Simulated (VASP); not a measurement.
Set up this calculation in VASP 6.6.1, as the native input.

| Quantity | Value |
| --- | --- |
| Task | single point |
| Functional | r2SCAN |
| Potentials or basis | VASP PAW PBE potentials, release 64 (Ag, I) |
| Cutoff | 550 eV |
| k mesh | 4 × 4 × 4 |
| Occupations | methfessel-paxton, width 0.001 eV |
| Spin | no spin polarisation |
| Dipole correction | no |
| Further INCAR settings | ALGO = Normal; EDIFF = 1e-06; NBANDS = 16 |

AgI:

```xyz
2
Lattice="0.0000 3.2886 3.2886 3.2886 0.0000 3.2886 3.2886 3.2886 0.0000" Properties=species:S:1:pos:R:3 pbc="T T T"
Ag    0.0000    0.0000    0.0000
I     1.6443    1.6443    1.6443
```

One way to write it, as run:

POSCAR

```
AgI
1.0
    0.0000000000      3.2885749246      3.2885749246
    3.2885749246      0.0000000000      3.2885749246
    3.2885749246      3.2885749246      0.0000000000
Ag I
1 1
Direct
    0.0000000000      0.0000000000      0.0000000000
    0.2500000000      0.2500000000      0.2500000000
```

INCAR.step1

```
  PREC = Accurate
  ENCUT = 550
  ISMEAR = 1
  SIGMA = 0.001
  LREAL = F
  LASPH = T
  NELM = 120
  NBANDS = 16
  GGA = PE
  ALGO = Normal
  EDIFF = 1E-5
  LWAVE = T
  LCHARG = F
  GGA_COMPAT = F
```

INCAR.step2

```
  PREC = Accurate
  ENCUT = 550
  EDIFF = 1E-6
  ISMEAR = 1
  SIGMA = 0.001
  LREAL = F
  LASPH = T
  NELM = 120
  ALGO = Normal
  ISIF = 2
  LWAVE = F
  LCHARG = F
  METAGGA = R2SCAN
  LMIXTAU = T
  NBANDS = 16
  ISTART = 1
  GGA_COMPAT = F
```

KPOINTS

```
Automatic mesh
0
Gamma
  4 4 4
```

Potentials or basis: VASP PAW PBE potentials, release 64 (Ag, I).

Run with:

```bash
$ cat potpaw_PBE.64/Ag/POTCAR potpaw_PBE.64/I/POTCAR > POTCAR
$ cp INCAR.step1 INCAR
$ mpirun -np 1 vasp_std > vasp.out
$ cp INCAR.step2 INCAR
$ mpirun -np 1 vasp_std > vasp.out
```

It gave:

```
Pressure               : 0.0 GPa
Band gap on the k mesh : 1.79 eV, direct
```

Caveat: the PAW data sets were made with another functional, which shifts forces and pressure a little; spin-orbit coupling is left out, which moves the levels of the heavy elements.

Run time: 2.2 min on 1 thread of Intel Xeon 8259CL, with other jobs on the host, peak memory 0.22 GiB.
